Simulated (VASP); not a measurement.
Here is a VASP 6.6.1 calculation.

INCAR

```
PREC     = Accurate       # precision mode
ENCUT    = 520            # plane-wave cutoff, eV
EDIFF    = 1E-6           # SCF threshold, eV
ISMEAR   = 0              # smearing method
SIGMA    = 0.05           # smearing width, eV
LREAL    = False          # projectors in reciprocal space
LASPH    = True           # aspherical terms in the spheres
NELM     = 80             # most SCF steps
ALGO     = Normal         # electronic algorithm
ISIF     = 2              # what is computed and relaxed
LWAVE    = False          # write WAVECAR
LCHARG   = True           # write CHGCAR
GGA      = PE             # functional
IVDW     = 12             # dispersion correction
LELF     = True           # ELF
LVHAR    = True         
NBANDS   = 16             # bands
```

File KPOINTS:

```
regular mesh
0
Gamma
  12 12 4
```

Contents of POSCAR:

```
BN
1.0
    2.2943082580      0.0000000000      0.0000000000
   -1.1471541290      1.9869292355      0.0000000000
    0.0000000000      0.0000000000      7.9344112779
B N
2 2
Direct
    0.3333333333      0.6666666667      0.2500000000
    0.6666666667      0.3333333333      0.7500000000
    0.3333333333      0.6666666667      0.7500000000
    0.6666666667      0.3333333333      0.2500000000
```

Potentials or basis: VASP PAW PBE potentials, release 64 (B, N).

The run is started by

```bash
$ cat potpaw_PBE.64/B/POTCAR potpaw_PBE.64/N/POTCAR > POTCAR
$ mpirun -np 1 vasp_std > vasp.out
```

**Question.** Predict the band gap on the k mesh.

**Answer.** 4.14 eV, indirect (least direct gap 5.07 eV).

**Question.** Estimate the dispersion energy per atom.

**Answer.** -0.128 eV.

**Question.** What does it give for the pressure?

**Answer.** 77.4 GPa.

Stress tensor (GPa, compression positive):
```
117.40   0.00   0.00
  0.00 117.40   0.00
  0.00   0.00  -2.54
```

 A k mesh can miss the band edges.
